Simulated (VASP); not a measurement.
# Al2Cu in VASP: a series of runs, part 2 of 2

VASP 6.6.1.

### 3 Single point, PBE

This run uses another cell than the first one: it holds 3 atoms, not 6.

The input, INCAR:

```
SYSTEM = Al2Cu
PREC = Accurate
ENCUT = 520
EDIFF = 1E-6
ISMEAR = 0
SIGMA = 0.1
LREAL = .False.
LASPH = .True.
NELM = 80
ALGO = Fast
ISIF = 2
LWAVE = .False.
LCHARG = .True.
GGA = PE
LELF = .True.
LVHAR = .True.
NBANDS = 16
```

The input, KPOINTS:

```
regular mesh
0
Gamma
  18 18 8
  0 0 0
```

The input, POSCAR:

```
Al2Cu
1.0
    2.8664975766      0.0000000000      0.0000000000
   -1.4332487883      2.4824597212      0.0000000000
    0.0000000000      0.0000000000      6.2270225850
Al Cu
2 1
Direct
    0.3333333333      0.6666666667      0.1840140151
    0.6666666667      0.3333333333      0.8159859849
    0.0000000000      0.0000000000      0.5000000000
```

Potentials or basis: VASP PAW PBE potentials, release 64 (Al, Cu).

On the command line:

```
$ cat potpaw_PBE.64/Al/POTCAR potpaw_PBE.64/Cu/POTCAR > POTCAR
$ mpirun -np 1 vasp_std > vasp.out
```

OUTCAR:

```text
SYSTEM = Al2Cu
   PREC = Accurate
   ENCUT = 520
   EDIFF = 1E-6
   ISMEAR = 0
   LREAL = .False.
   LASPH = .True.
   NELM = 80
   ISIF = 2
   GGA = PE

 ion  position               nearest neighbor table
   1  0.333  0.667  0.184-   3 2.57   3 2.57   3 2.57   2 2.83   2 2.83   2 2.83
   2  0.667  0.333  0.816-   3 2.57   3 2.57   3 2.57   1 2.83   1 2.83   1 2.83
   3  0.000  0.000  0.500-   1 2.57   2 2.57   1 2.57   2 2.57   2 2.57   1 2.57

  LATTYP: Found a hexagonal cell.
 ALAT       =     2.8664975766
 C/A-ratio  =     2.1723453164

  Lattice vectors:

 A1 = (   2.8664975766,   0.0000000000,   0.0000000000)
 A2 = (  -1.4332487883,   2.4824597212,   0.0000000000)
 A3 = (   0.0000000000,   0.0000000000,   6.2270225850)

Analysis of symmetry for initial positions (statically):
=====================================================================
 Subroutine PRICEL returns:
 Original cell was already a primitive cell.

 Routine SETGRP: Setting up the symmetry group for a
 hexagonal supercell.

 Subroutine GETGRP returns: Found 12 space group operations
 (whereof 12 operations were pure point group operations)
 out of a pool of 24 trial point group operations.

The static configuration has the point symmetry D_3d.

Analysis of symmetry for dynamics (positions and initial velocities):
=====================================================================
 Subroutine PRICEL returns:
 Original cell was already a primitive cell.

 Routine SETGRP: Setting up the symmetry group for a
 hexagonal supercell.

 Subroutine GETGRP returns: Found 12 space group operations
 (whereof 12 operations were pure point group operations)
 out of a pool of 24 trial point group operations.

The dynamic configuration has the point symmetry D_3d.

 Subroutine INISYM returns: Found 12 space group operations
 (whereof 12 operations are pure point group operations),
 and found     1 'primitive' translations

----------------------------------------------------------------------------------------

                                     Primitive cell

  volume of cell :      44.3113

  direct lattice vectors                    reciprocal lattice vectors
     2.866497577  0.000000000  0.000000000     0.348857787  0.201413137  0.000000000
    -1.433248788  2.482459721  0.000000000     0.000000000  0.402826274  0.000000000
     0.000000000  0.000000000  6.227022585     0.000000000  0.000000000  0.160590392

  length of vectors
     2.866497577  2.866497577  6.227022585     0.402826274  0.402826274  0.160590392

  position of ions in fractional coordinates (direct lattice)
     0.333333333  0.666666667  0.184014015
     0.666666667  0.333333333  0.815985985
     0.000000000  0.000000000  0.500000000

  ion indices of the primitive-cell ions
   primitive index   ion index
                 1           1
                 2           2
                 3           3

----------------------------------------------------------------------------------------

 KPOINTS: regular mesh

Automatic generation of k-mesh.
 Grid dimensions read from file:
 generate k-points for:   18   18    8

 Generating k-lattice:

  Cartesian coordinates                     Fractional coordinates (reciprocal lattice)
     0.019380988  0.011189619  0.000000000     0.055555556  0.000000000  0.000000000
     0.000000000  0.022379237  0.000000000     0.000000000  0.055555556  0.000000000
     0.000000000  0.000000000  0.020073799     0.000000000  0.000000000  0.125000000

  Length of vectors
     0.022379237  0.022379237  0.020073799

  Shift w.r.t. Gamma in fractional coordinates (k-lattice)
     0.000000000  0.000000000  0.000000000

 Subroutine IBZKPT returns following result:
 ===========================================

 Found    266 irreducible k-points:

 Following reciprocal coordinates:
            Coordinates               Weight
  0.000000  0.000000  0.000000      1.000000
  0.055556  0.000000  0.000000      6.000000
  0.111111  0.000000  0.000000      6.000000
  0.166667  0.000000  0.000000      6.000000
  0.222222  0.000000  0.000000      6.000000
  0.277778  0.000000  0.000000      6.000000
[... 16 lines left out ...]
  0.333333  0.111111  0.000000     12.000000
  0.388889  0.111111  0.000000     12.000000
 [... further k-points ...]
   k-points           NKPTS =    266   k-points in BZ     NKDIM =    266   number of bands    NBANDS=     16
   number of dos      NEDOS =    301   number of ions     NIONS =      3
   total plane-waves  NPLWV =  27648
   dimension x,y,z NGX =    24 NGY =   24 NGZ =   48
   dimension x,y,z NGXF=    48 NGYF=   48 NGZF=   96
   ions per type =               2   1
   NGX,Y,Z   is equivalent  to a cutoff of  13.92, 13.92, 12.81 a.u.
   NGXF,Y,Z  is equivalent  to a cutoff of  27.84, 27.84, 25.63 a.u.
 SYSTEM =  Al2Cu
   PREC   = accura    normal or accurate (medium, high low for compatibility)
   ISTART =      0    job   : 0-new  1-cont  2-samecut
   ICHARG =      2    charge: 1-file 2-atom 10-const
   ISPIN  =      1    spin polarized calculation?
   LNONCOLLINEAR =      F non collinear calculations
   LSORBIT =      F    spin-orbit coupling
   LASPH  =      T    aspherical Exc in radial PAW
   ENCUT  =  520.0 eV  38.22 Ry    6.18 a.u.   5.33  5.33 11.58*2*pi/ulx,y,z
   NELM   =     80;   NELMIN=  2; NELMDL= -5     # of ELM steps
   EDIFF  = 0.1E-05   stopping-criterion for ELM
   LREAL  =      F    real-space projection
   EDIFFG = 0.1E-04   stopping-criterion for IOM
   NSW    =      0    number of steps for IOM
   IBRION =     -1    ionic relax: 0-MD 1-quasi-New 2-CG
   NFREE  =      0    steps in history (QN), initial steepest desc. (CG)
   ISIF   =      2    stress and relaxation
   ISYM   =      2    0-nonsym 1-usesym 2-fastsym
   POTIM  = 0.5000    time-step for ionic-motion
   TEBEG  =    0.0;   TEEND  =   0.0 temperature during run
   PSTRESS=    0.0 pullay stress
   NELECT =      17.0000    total number of electrons
   NUPDOWN=      -1.0000    fix difference up-down
   EMIN   =  10.00;   EMAX   =-10.00  energy-range for DOS
   EFERMI =   0.00;   METHOD = LEGACY
   ISMEAR =     0;   SIGMA  =   0.10  broadening in eV -4-tet -1-fermi 0-gaus
   EFERMI_NEDOS =   21; number of points for ismear=-14 and -15
   IALGO  =     68    algorithm
   IMIX   =      4    mixing-type and parameters
     AMIX     =   0.40;   BMIX     =  1.00
     AMIX_MAG =   1.60;   BMIX_MAG =  1.00
  volume/ion in A,a.u.               =      14.77        99.68
  Fermi-wavevector in a.u.,A,eV,Ry     =   1.189560  2.247943 19.252969  1.415053
  Thomas-Fermi vector in A             =   2.325665
   LORBIT       =      0    0 simple, 1 ext, 2 COOP (PROOUT), +10 PAW based schemes
   GGA     = PE    functional components
   LHFCALC =     F    Hartree Fock is set to
   AEXX    =    0.0000 exact exchange contribution
   IVDW    =     0    specifies the selected vdW correction
   LEPSILON=     F    determine dielectric tensor
   LRPA    =     F    only Hartree local field effects (RPA)
 non-spin polarized calculation
 RMM-DIIS sequential band-by-band and
 Gauss-broadening in eV      SIGMA  =   0.10
  energy-cutoff  :      520.00
  volume of cell :       44.31
 maximum number of plane-waves:      1217
 NGX is ok and might be reduce to    24

 number of electron      17.0000011 magnetization

 Free energy of the ion-electron system (eV)
  ---------------------------------------------------
  ext. energy  EPLUGINS =         0.00000000
  ---------------------------------------------------
  free energy    TOTEN  =       -11.52087515 eV

  energy without entropy =      -11.51693844  energy(sigma->0) =      -11.51890680

 E-fermi :   8.1190     XC(G=0): -10.9063

 val. band max:        8.1076462073   @ k =   0.3333   0.2222   0.2500
 cond. band min:       8.1430994583   @ k =   0.3333   0.2778   0.2500
 fundamental gap:      0.0354532510
 Fermi energy:         8.1190006514

 k-point     1 :       0.0000    0.0000    0.0000
  band No.  band energies     occupation
      1      -2.8516      2.00000
      2       0.6535      2.00000
      3       1.4019      2.00000
      4       4.2137      2.00000
      5       4.5771      2.00000
      6       4.5771      2.00000
[... 433 lines left out ...]
      3       3.7221      2.00000
      4       4.0961      2.00000
      5       4.4919      2.00000
      6       5.1717      2.00000
[... 8 lines left out ...]
     15      16.9551      0.00000
     16      17.7021      0.00000

 [... further k-points ...]

------------------------ aborting loop because EDIFF is reached ----------------------------------------

  FORCE on cell =-STRESS in cart. coord.  units (eV):
  Direction    XX          YY          ZZ          XY          YZ          ZX
  --------------------------------------------------------------------------------------
  -------------------------------------------------------------------------------------
  Total        0.0492365      0.0492365      0.0878565      0.0000000      0.0000000      0.0000000
  in kB        1.7802595      1.7802595      3.1766567      0.0000000      0.0000000      0.0000000
  external PRESSURE =       2.2457253 kB  Pullay stress =       0.0000000 kB

 VOLUME and BASIS-vectors are now :
 -----------------------------------------------------------------------------
  energy-cutoff  :      520.00
  volume of cell :       44.31
      direct lattice vectors                 reciprocal lattice vectors
     2.866497577  0.000000000  0.000000000     0.348857787  0.201413137  0.000000000
    -1.433248788  2.482459721  0.000000000     0.000000000  0.402826274  0.000000000
     0.000000000  0.000000000  6.227022585     0.000000000  0.000000000  0.160590392

 POSITION                                       TOTAL-FORCE (eV/Angst)
 -----------------------------------------------------------------------------------
     -0.00000      1.65497      1.14586        -0.000000      0.000000     -0.020312
      1.43325      0.82749      5.08116         0.000000      0.000000      0.020312
      0.00000      0.00000      3.11351        -0.000000      0.000000      0.000000
 -----------------------------------------------------------------------------------
    total drift:                               -0.000000      0.000000      0.000000

  FREE ENERGIE OF THE ION-ELECTRON SYSTEM (eV)
  ---------------------------------------------------
  free  energy   TOTEN  =       -11.5208751496 eV

  energy  without entropy=      -11.5169384429  energy(sigma->0) =      -11.51890680
```

OSZICAR:

```text
N       E                     dE             d eps       ncg     rms          rms(c)
DAV:   1     0.572441547357E+02    0.57244E+02   -0.68248E+03  8528   0.114E+03
DAV:   2    -0.115331513248E+02   -0.68777E+02   -0.61698E+02  9160   0.198E+02
DAV:   3    -0.138400935766E+02   -0.23069E+01   -0.22305E+01 11520   0.398E+01
DAV:   4    -0.138884306616E+02   -0.48337E-01   -0.48319E-01 10160   0.495E+00
DAV:   5    -0.138905123286E+02   -0.20817E-02   -0.20816E-02 13248   0.113E+00    0.151E+01
RMM:   6    -0.176616158794E+02   -0.37711E+01   -0.41534E+01 11025   0.975E+01    0.141E+01
RMM:   7    -0.118144436288E+02    0.58472E+01   -0.11663E+01  9893   0.545E+01    0.306E+00
RMM:   8    -0.115181955979E+02    0.29625E+00   -0.14691E+00  9737   0.195E+01    0.929E-01
RMM:   9    -0.115245043586E+02   -0.63088E-02   -0.60061E-02 10620   0.289E+00    0.646E-01
RMM:  10    -0.115228345488E+02    0.16698E-02   -0.14119E-02 11125   0.114E+00    0.397E-01
RMM:  11    -0.115220560506E+02    0.77850E-03   -0.48417E-03 11063   0.489E-01    0.283E-01
RMM:  12    -0.115214741253E+02    0.58193E-03   -0.90488E-03 12075   0.128E+00    0.207E-01
RMM:  13    -0.115208916664E+02    0.58246E-03   -0.98026E-04 10687   0.507E-01    0.389E-02
RMM:  14    -0.115209068866E+02   -0.15220E-04   -0.24374E-04 11645   0.110E-01    0.439E-02
RMM:  15    -0.115209173279E+02   -0.10441E-04   -0.32544E-05 12532   0.501E-02    0.522E-02
RMM:  16    -0.115208751294E+02    0.42198E-04   -0.66799E-05 11534   0.113E-01    0.161E-02
RMM:  17    -0.115208751496E+02   -0.20171E-07   -0.94252E-06 10484   0.250E-02
   1 F= -.11520875E+02 E0= -.11518907E+02  d E =-.393671E-02
```

It took 2.3 min on 1 thread of Intel Xeon Platinum 8488C (Sapphire Rapids), shared host; peak memory 0.31 GiB.

What came out:

| Property | Result |
| --- | --- |
| Free energy | -11.5209 eV |
| Pressure | 0.2 GPa |
| Largest force | 0.020 eV/Å |
| Band gap on the k mesh | zero (an odd number of electrons rules out a gap without spin polarisation) |

Forces in eV/Å, atoms in the order of the input:
```
Al   0.000  0.000 -0.020
Al   0.000  0.000  0.020
Cu   0.000  0.000  0.000
```

Levels at points of the mesh, in eV from the Fermi level:
```
           k point  band 5  band 6  band 7  band 8  band 9  band 10  band 11  band 12
(0.00, 0.00, 0.00)   -3.54   -3.54   -3.28   -3.28    3.68     5.44    10.97    10.97
(0.50, 0.00, 0.00)   -3.48   -2.74   -2.69   -2.07   -1.00     0.33     0.80     5.74
(0.00, 0.00, 0.50)   -3.54   -3.28   -3.28   -2.94   -0.59    10.69    11.18    11.18
(0.50, 0.00, 0.50)   -3.53   -3.48   -3.17   -2.74   -1.40     2.75     3.92     4.13
```

### 4 Single point, PBE

The input, INCAR:

```
SYSTEM = Al2Cu
ALGO = Normal ; EDIFF = 1E-7
ENCUT = 520 ; GGA = PE
ISIF = 2 ; ISMEAR = 0
LASPH = .TRUE. ; LCHARG = .FALSE.
LREAL = .FALSE. ; LWAVE = .FALSE.
NBANDS = 26 ; NELM = 100
PREC = Accurate ; SIGMA = 0.2
```

The input, KPOINTS:

```
k-points
0
G
  8 4 4
  0 0 0
```

The input, POSCAR:

```
Al2Cu
1.0
    1.4332487883     -2.4824597212      0.0000000000
   -4.2997463649     -2.4824597212      0.0000000000
    0.0000000000      0.0000000000     -6.2270225850
Al Cu
4 2
Direct
    0.5000000000      0.8333333333      0.8159859849
    1.0000000000      0.3333333333      0.8159859849
    1.0000000000      0.6666666667      0.1840140151
    0.5000000000      0.1666666667      0.1840140151
    0.5000000000      0.5000000000      0.5000000000
    0.0000000000      1.0000000000      0.5000000000
```

Potentials or basis: VASP PAW PBE potentials, release 64 (Al, Cu).

On the command line:

```
$ cat potpaw_PBE.64/Al/POTCAR potpaw_PBE.64/Cu/POTCAR > POTCAR
$ mpirun -np 1 vasp_std > vasp.out
```

OUTCAR:

```text
SYSTEM = Al2Cu
   EDIFF = 1E-7
   ENCUT = 520
   GGA = PE
   ISIF = 2
   ISMEAR = 0
   LASPH = .TRUE.
   LREAL = .FALSE.
   NELM = 100
   PREC = Accurate

 ion  position               nearest neighbor table
   1  0.500  0.833  0.816-   5 2.57   6 2.57   6 2.57   3 2.83   3 2.83   4 2.83   2 2.87   2 2.87
                             2 2.87   2 2.87
   2  0.000  0.333  0.816-   6 2.57   5 2.57   5 2.57   4 2.83   4 2.83   3 2.83   1 2.87   1 2.87
                             1 2.87   1 2.87
   3  0.000  0.667  0.184-   6 2.57   5 2.57   5 2.57   1 2.83   1 2.83   2 2.83   4 2.87   4 2.87
                             4 2.87   4 2.87
   4  0.500  0.167  0.184-   5 2.57   6 2.57   6 2.57   2 2.83   2 2.83   1 2.83   3 2.87   3 2.87
                             3 2.87   3 2.87
   5  0.500  0.500  0.500-   1 2.57   4 2.57   3 2.57   2 2.57   2 2.57   3 2.57
   6  0.000  0.000  0.500-   2 2.57   3 2.57   4 2.57   1 2.57   1 2.57   4 2.57

  LATTYP: Found a simple orthorhombic cell.
 ALAT       =     2.8664975766
 B/A-ratio  =     1.7320508076
 C/A-ratio  =     2.1723453164

  Lattice vectors:

 A1 = (   1.4332487883,  -2.4824597212,   0.0000000000)
[... 205 lines left out ...]
 cond. band min:       7.9739438235   @ k =   0.3750   0.0000   0.5000
 fundamental gap:      0.0226385351
 Fermi energy:         7.9552669187

 k-point     1 :       0.0000    0.0000    0.0000
  band No.  band energies     occupation
      1      -2.8449      2.00000
      2       0.6529      2.00000
      3       1.3950      2.00000
      4       2.4184      2.00000
      5       3.1252      2.00000
      6       3.1821      2.00000
[... 685 lines left out ...]
     25      15.2271      0.00000
     26      16.0935      0.00000

 [... further k-points ...]

------------------------ aborting loop because EDIFF is reached ----------------------------------------

  FORCE on cell =-STRESS in cart. coord.  units (eV):
  Direction    XX          YY          ZZ          XY          YZ          ZX
  --------------------------------------------------------------------------------------
  -------------------------------------------------------------------------------------
  Total        0.1682379     -0.1091929      0.1324692      0.2402621      0.0247898      0.0429372
  in kB        3.0415164     -1.9740616      2.3948669      4.3436179      0.4481663      0.7762476
  external PRESSURE =       1.1541072 kB  Pullay stress =       0.0000000 kB

 VOLUME and BASIS-vectors are now :
 -----------------------------------------------------------------------------
  energy-cutoff  :      520.00
  volume of cell :       88.62
      direct lattice vectors                 reciprocal lattice vectors
     1.433248788 -2.482459721  0.000000000     0.174428893 -0.302119706  0.000000000
    -4.299746365 -2.482459721  0.000000000    -0.174428893 -0.100706569  0.000000000
     0.000000000  0.000000000 -6.227022585     0.000000000  0.000000000 -0.160590392

 POSITION                                       TOTAL-FORCE (eV/Angst)
 -----------------------------------------------------------------------------------
     -2.86650     -3.30995     -5.08116        -0.005449     -0.003146     -0.105608
     -1.43325     -0.82749     -5.08116        -0.005449     -0.003146     -0.105608
     -2.86650     -1.65497     -1.14586         0.005449      0.003146      0.105608
     -0.00000     -1.65497     -1.14586         0.005449      0.003146      0.105608
     -1.43325     -2.48246     -3.11351        -0.000000      0.000000     -0.000000
      0.00000      0.00000     -3.11351        -0.000000      0.000000      0.000000
 -----------------------------------------------------------------------------------
    total drift:                                0.000000     -0.000000      0.000000

  FREE ENERGIE OF THE ION-ELECTRON SYSTEM (eV)
  ---------------------------------------------------
  free  energy   TOTEN  =       -22.9728317666 eV

  energy  without entropy=      -22.9200304965  energy(sigma->0) =      -22.94643113
```

stdout:

```text
POSCAR found type information on POSCAR AlCu
 POSCAR found :  2 types and       6 ions
 scaLAPACK will be used
 LDA part: xc-table for (Slater+PW92), standard interpolation
 POSCAR, INCAR and KPOINTS ok, starting setup
 FFT: planning ... GRIDC
 FFT: planning ... GRID_SOFT
 FFT: planning ... GRID
 WAVECAR not read
 entering main loop
```

Run time: 98 s. Hardware: 1 thread of Intel Xeon Platinum 8488C (Sapphire Rapids), shared host; peak memory 0.24 GiB.

Results:

| Item | Value |
| --- | --- |
| Free energy | -22.9728 eV |
| Pressure | 0.1 GPa |
| Largest force | 0.106 eV/Å |
| Band gap on the k mesh | zero (bands 17 and 18 overlap by 4.28 eV) |

Forces on the atoms (eV/Å):
```
Al  -0.005 -0.003 -0.106
Al  -0.005 -0.003 -0.106
Al   0.005  0.003  0.106
Al   0.005  0.003  0.106
Cu   0.000  0.000  0.000
Cu   0.000  0.000  0.000
```

Stress tensor (GPa, compression positive):
```
 0.30  0.43  0.08
 0.43 -0.20  0.04
 0.08  0.04  0.24
```

### 5 The runs side by side

| cell | k mesh | smearing | gap on the mesh (eV) | pressure (GPa) | largest force (eV/Å) |
| --- | --- | --- | --- | --- | --- |
| a = 2.822, b = 5.012, c = 6.264 Å, angles 89.9, 89.9, 92.7°, 6 atoms, atomic positions A | 8 × 4 × 4 | gaussian 0.2 eV | none | 0.1 | - |
| a = 2.866, b = 2.866, c = 6.227 Å, angles 90.0, 90.0, 120.0°, 3 atoms, atomic positions B | 18 × 18 × 8 | gaussian 0.1 eV | none | 0.2 | 0.02 |
| a = 2.866, b = 4.965, c = 6.227 Å, 6 atoms, atomic positions C | 8 × 4 × 4 | gaussian 0.2 eV | none | 0.1 | 0.11 |

Alike in all rows: task single point; level PBE; potentials or basis VASP PAW PBE potentials, release 64 (Al, Cu); no spin polarisation; cutoff (eV) 520.

Absolute energies hang on the potentials; compare differences alone.
